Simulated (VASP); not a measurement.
CdS (Hawleyite), 2 atoms in the cell. The structure is cubic, space group F-43m (No. 216). Conventional cell: a = 5.872 Å, b = 5.872 Å, c = 5.872 Å, α = 90.00°, β = 90.00°, γ = 90.00°. Within 3.4 Å of Cd (site symmetry -43m) lie 4 S at 2.54 Å. S (site symmetry -43m) has 4 Cd at 2.54 Å within 3.4 Å. 

```yaml
Program: VASP 6.6.1
Task: single point
Functional: PBEsol
Potentials_or_basis: VASP PAW PBE potentials, release 64 (Cd, S)
Cutoff: 520 eV
k_mesh: 8 × 8 × 8
Occupations: fermi-dirac, width 0.05 eV
Spin: no spin polarisation
Dipole_correction: no
Further_INCAR_settings: ALGO = Normal; EDIFF = 1e-06; NBANDS = 16
```

Potentials or basis: VASP PAW PBE potentials, release 64 (Cd, S).

Launch:

```bash
$ cat potpaw_PBE.64/Cd/POTCAR potpaw_PBE.64/S/POTCAR > POTCAR
$ mpirun -np 1 vasp_std > vasp.out
```

Hardware: 1 thread of Intel(R) Xeon(R) 6975P-C (Granite Rapids) (shared host).

Task: Estimate the wall time of this run.

Result: It took 8.4 s on 1 thread of Intel(R) Xeon(R) 6975P-C (Granite Rapids) (shared host), peak memory 0.17 GiB. Counts: scf iterations 13, k points 29.
